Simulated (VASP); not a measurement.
Write the native input for VASP 6.6.1 that does the following.

```
Task                   : single point
Functional             : r2SCAN
Potentials or basis    : VASP PAW PBE potentials, release 64 (Ge_d)
Cutoff                 : 550 eV
k mesh                 : 20 × 20 × 18
Occupations            : gaussian, width 0.15 eV
Spin                   : no spin polarisation
Dipole correction      : no
Further INCAR settings : ALGO = Normal; EDIFF = 1e-06; NBANDS = 13
```

Ge:

```xyz
1
Lattice="1.3622 -2.5355 0.0000 1.3622 2.5355 0.0000 0.0000 0.0000 2.5633" Properties=species:S:1:pos:R:3 pbc="T T T"
Ge    1.3622    0.0000    0.0000
```

This cell differs from its parent crystal: strain -0.025 along x and y, -0.050 along z.

These files were run (other wordings do the same):

POSCAR

```
Ge
1.0
    1.3622202750     -2.5355031000      0.0000000000
    1.3622202750      2.5355031000      0.0000000000
    0.0000000000      0.0000000000      2.5633194500
Ge
1
Direct
    0.5000000000      0.5000000000      0.0000000000
```

INCAR.step1

```
SYSTEM = Ge
  ALGO = Normal
  EDIFF = 1E-5
  ENCUT = 550
  GGA = PE
  GGA_COMPAT = .FALSE.
  ISMEAR = 0
  LASPH = .TRUE.
  LCHARG = .FALSE.
  LREAL = .FALSE.
  LWAVE = .TRUE.
  NBANDS = 13
  NELM = 120
  PREC = Accurate
  SIGMA = 0.15
```

INCAR.step2

```
SYSTEM = Ge
  ALGO = Normal
  EDIFF = 1E-6
  ENCUT = 550
  GGA_COMPAT = .FALSE.
  ISIF = 2
  ISMEAR = 0
  ISTART = 1
  LASPH = .TRUE.
  LCHARG = .FALSE.
  LMIXTAU = .TRUE.
  LREAL = .FALSE.
  LWAVE = .FALSE.
  METAGGA = R2SCAN
  NBANDS = 13
  NELM = 120
  PREC = Accurate
  SIGMA = 0.15
```

KPOINTS

```
k-points
0
G
  20 20 18
  0 0 0
```

Potentials or basis: VASP PAW PBE potentials, release 64 (Ge_d).

Launch:

```sh
$ cat potpaw_PBE.64/Ge_d/POTCAR > POTCAR
$ cp INCAR.step1 INCAR
$ mpirun -np 1 vasp_std > vasp.out
$ cp INCAR.step2 INCAR
$ mpirun -np 1 vasp_std > vasp.out
```

It gave:

The pressure is 4.8 GPa. The band gap on the k mesh is zero (bands 7 and 8 overlap by 11.36 eV).

Caveat: the cell differs from its parent crystal (strain -0.025 along x and y, -0.050 along z); the cell stands under pressure; the PAW data sets were made with another functional, which shifts forces and pressure a little.

It took 12 min on 1 thread of Intel Xeon 8259CL (shared host), peak memory 0.35 GiB.
